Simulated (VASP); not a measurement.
Sb: single point with r2SCAN

Crystal: Sb.

```
CELL_PARAMETERS angstrom
3.11729 0.00000 0.00000
0.00000 3.11729 0.00000
0.00000 0.00000 3.11729
ATOMIC_POSITIONS crystal
Sb 0.00000 0.00000 0.00000
```

| Property | Result |
| --- | --- |
| Program | VASP 6.6.1 |
| Task | single point |
| Functional | r2SCAN |
| Potentials or basis | VASP PAW PBE potentials, release 64 (Sb) |
| Cutoff | 520 eV |
| k mesh | 9 × 9 × 9 |
| Occupations | fermi-dirac, width 0.05 eV |
| Spin | no spin polarisation |

```json
{
  "Pressure": "-1.9 GPa"
}
```

Levels at points of the mesh, in eV from the Fermi level:
```tsv
k point	band 1	band 2	band 3	band 4	band 5	band 6	band 7
(0.00, 0.00, 0.00)	-13.01	3.24	3.24	3.24	7.08	7.08	8.89
```

It took 12 s on 1 thread of Intel(R) Xeon(R) Platinum 8488C (Sapphire Rapids), on a shared host, peak memory 0.14 GiB.

Caveat: the PAW data sets were made with another functional, which shifts forces and pressure a little; spin-orbit coupling is left out, which moves the levels of the heavy elements.
